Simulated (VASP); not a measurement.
# PbS (I4/mmm) in VASP: further runs, part 2 of 2

VASP 6.6.1. The steps go on from the part before.

## Step 4: Single point, PBE (uniaxial x strain -0.5%)

File INCAR:

```
SYSTEM = PbS
PREC = Accurate
ENCUT = 520
EDIFF = 1E-6
ISMEAR = -1
SIGMA = 0.02
LREAL = .FALSE.
LASPH = .TRUE.
NELM = 80
ALGO = Normal
ISIF = 2
LWAVE = .FALSE.
LCHARG = .FALSE.
GGA = PE
NBANDS = 17
```

File KPOINTS:

```
regular mesh
0
G
  8 8 8
  0 0 0
```

File POSCAR:

```
PbS
1.0
    0.0000000000      2.9872326629      2.9872326629
    2.9722964996      0.0000000000      2.9872326629
    2.9722964996      2.9872326629      0.0000000000
Pb S
1 1
Direct
    0.0000000000      0.0000000000      0.0000000000
    0.5000000000      0.5000000000      0.5000000000
```

Potentials or basis: VASP PAW PBE potentials, release 64 (Pb_d, S).

Started as:

```
> cat potpaw_PBE.64/Pb_d/POTCAR potpaw_PBE.64/S/POTCAR > POTCAR
> mpirun -np 1 vasp_std > vasp.out
```

OUTCAR:

```text
SYSTEM = PbS
   PREC = Accurate
   ENCUT = 520
   EDIFF = 1E-6
   ISMEAR = -1
   LREAL = .FALSE.
   LASPH = .TRUE.
   NELM = 80
   ISIF = 2
   GGA = PE

 ion  position               nearest neighbor table
   1  0.000  0.000  0.000-   2 2.97   2 2.97   2 2.99   2 2.99   2 2.99   2 2.99
   2  0.500  0.500  0.500-   1 2.97   1 2.97   1 2.99   1 2.99   1 2.99   1 2.99

  LATTYP: Found a body centered tetragonal cell.
 ALAT       =     4.2245849458
 C/A-ratio  =     1.4071424946

  Lattice vectors:

 A1 = (  -2.9722964996,   0.0000000000,  -2.9872326629)
[... 648 lines left out ...]
      4     -11.1686      2.00000
      5     -11.1598      2.00000
      6      -7.1010      2.00000
[... 9 lines left out ...]
     16      15.2140      0.00000
     17      16.5100      0.00000

 [... further k-points ...]
[... 5 lines left out ...]
  --------------------------------------------------------------------------------------
  -------------------------------------------------------------------------------------
  Total        0.5141194      0.3120086      0.3120086      0.0000000      0.0000000      0.0000000
  in kB       15.5279579      9.4236024      9.4236024      0.0000000      0.0000000      0.0000000
  external PRESSURE =      11.4583876 kB  Pullay stress =       0.0000000 kB

 VOLUME and BASIS-vectors are now :
 -----------------------------------------------------------------------------
  energy-cutoff  :      520.00
  volume of cell :       53.05
      direct lattice vectors                 reciprocal lattice vectors
     0.000000000  2.987232663  2.987232663    -0.168220095  0.167378995  0.167378995
     2.972296500  0.000000000  2.987232663     0.168220095 -0.167378995  0.167378995
     2.972296500  2.987232663  0.000000000     0.168220095  0.167378995 -0.167378995

 POSITION                                       TOTAL-FORCE (eV/Angst)
 -----------------------------------------------------------------------------------
      0.00000      0.00000      0.00000        -0.000000      0.000000      0.000000
      2.97230      2.98723      2.98723         0.000000      0.000000      0.000000
 -----------------------------------------------------------------------------------
    total drift:                                0.000000     -0.000000     -0.000000

  FREE ENERGIE OF THE ION-ELECTRON SYSTEM (eV)
  ---------------------------------------------------
  free  energy   TOTEN  =        -8.7651113133 eV

  energy  without entropy=       -8.7651111302  energy(sigma->0) =       -8.76511122
```

stdout:

```text
POSCAR found type information on POSCAR PbS
 POSCAR found :  2 types and       2 ions
 scaLAPACK will be used
 LDA part: xc-table for (Slater+PW92), standard interpolation
 POSCAR, INCAR and KPOINTS ok, starting setup
 FFT: planning ... GRIDC
 FFT: planning ... GRID_SOFT
 FFT: planning ... GRID
 WAVECAR not read
 entering main loop
```

Run time: 59 s. Hardware: 1 thread of Intel Xeon 8259CL, shared host; peak memory 0.2 GiB.

Results:

```
Free energy            : -8.7651 eV
Pressure               : 1.1 GPa
Band gap on the k mesh : 0.42 eV, direct
```

Levels at points of the mesh, in eV from the valence-band top:
```tsv
k point	band 7	band 8	band 9	band 10	band 11	band 12	band 13	band 14
(0.00, 0.00, 0.00)	-6.05	-2.10	-2.06	-2.06	5.14	5.14	5.26	6.78
(0.50, 0.00, 0.00)	-8.73	-1.70	-1.69	0.00	0.42	2.00	2.03	8.66
(0.50, 0.50, 0.00)	-7.15	-5.03	-3.34	-3.29	3.96	5.52	5.59	5.70
(0.00, 0.50, 0.50)	-7.18	-5.04	-3.32	-3.32	3.94	5.58	5.62	5.62
```

Caveat: the cell differs from its parent crystal (uniaxial x strain -0.5%); spin-orbit coupling is left out, which moves the levels of the heavy elements.

## Step 5: Single point, PBE (epitaxial xy strain +1.0%)

File INCAR:

```
PREC = Accurate
ENCUT = 520
EDIFF = 1E-7
ISMEAR = -1
SIGMA = 0.02
LREAL = F
LASPH = T
NELM = 60
ALGO = Normal
ISIF = 2
LWAVE = F
LCHARG = F
GGA = PE
NBANDS = 17
```

File KPOINTS:

```
regular mesh
0
Gamma
  8 8 8
```

File POSCAR:

```
PbS
1.0
    0.0000000000      3.0171049895      2.9795134127
    3.0171049895      0.0000000000      2.9795134127
    3.0171049895      3.0171049895      0.0000000000
Pb S
1 1
Direct
    0.0000000000      0.0000000000      0.0000000000
    0.5000000000      0.5000000000      0.5000000000
```

Started as:

```
> cat potpaw_PBE.64/Pb_d/POTCAR potpaw_PBE.64/S/POTCAR > POTCAR
> mpirun -np 1 vasp_std > vasp.out
```

Run time: 61 s. Hardware: 1 thread of Intel Xeon 8259CL, shared host; peak memory 0.2 GiB.

Results (log left out):

| Property | Result |
| --- | --- |
| Free energy | -8.7680 eV |
| Pressure | -0.1 GPa |
| Band gap on the k mesh | 0.50 eV, direct |

Stress tensor (GPa, compression positive):
```
-0.52  0.00  0.00
 0.00 -0.52  0.00
 0.00  0.00  0.87
```

Levels at points of the mesh, in eV from the valence-band top:
| k point | band 6 | band 7 | band 8 | band 9 | band 10 | band 11 | band 12 | band 13 | band 14 | band 15 |
| --- | --- | --- | --- | --- | --- | --- | --- | --- | --- | --- |
| (0.00, 0.00, 0.00) | -13.22 | -6.07 | -2.01 | -1.91 | -1.91 | 5.04 | 5.04 | 5.32 | 6.84 | 6.84 |
| (0.50, 0.00, 0.00) | -12.07 | -8.59 | -1.60 | -1.57 | 0.00 | 0.50 | 2.04 | 2.12 | 8.65 | 10.18 |
| (0.50, 0.50, 0.00) | -11.66 | -7.15 | -4.85 | -3.17 | -3.17 | 4.04 | 5.52 | 5.52 | 5.58 | 11.17 |
| (0.50, 0.00, 0.50) | -11.72 | -7.09 | -4.82 | -3.21 | -3.08 | 4.08 | 5.43 | 5.47 | 5.73 | 11.16 |

Caveat: the cell differs from its parent crystal (epitaxial xy strain +1.0%); spin-orbit coupling is left out, which moves the levels of the heavy elements. A k mesh can miss the band edges.

## Step 6: The runs side by side

```csv
cell,k mesh,smearing,gap on the mesh (eV),pressure (GPa)
"a = 4.225, b = 4.214, c = 4.214 Å, angles 60.2, 59.9, 59.9°, 2 atoms",4 × 4 × 4,gaussian 0.01 eV,0.42,1.2
"a = 4.240, b = 4.240, c = 4.267 Å, angles 59.8, 59.8, 60.4°, 2 atoms",4 × 4 × 4,gaussian 0.01 eV,0.49,0.0
"a = 4.225, b = 4.214, c = 4.214 Å, angles 60.2, 59.9, 59.9°, 2 atoms",8 × 8 × 8,fermi-dirac 0.02 eV,0.42,1.1
"a = 4.240, b = 4.240, c = 4.267 Å, angles 59.8, 59.8, 60.4°, 2 atoms",8 × 8 × 8,fermi-dirac 0.02 eV,0.50,-0.1
```

Alike in all rows: task single point; level PBE; potentials or basis VASP PAW PBE potentials, release 64 (Pb_d, S); no spin polarisation; cutoff (eV) 520.

Caveats: some runs use coarse meshes; spin-orbit coupling is left out, which moves the levels of the heavy elements.

Total energies depend on the potentials used, so only differences within one code and one set of settings carry meaning.
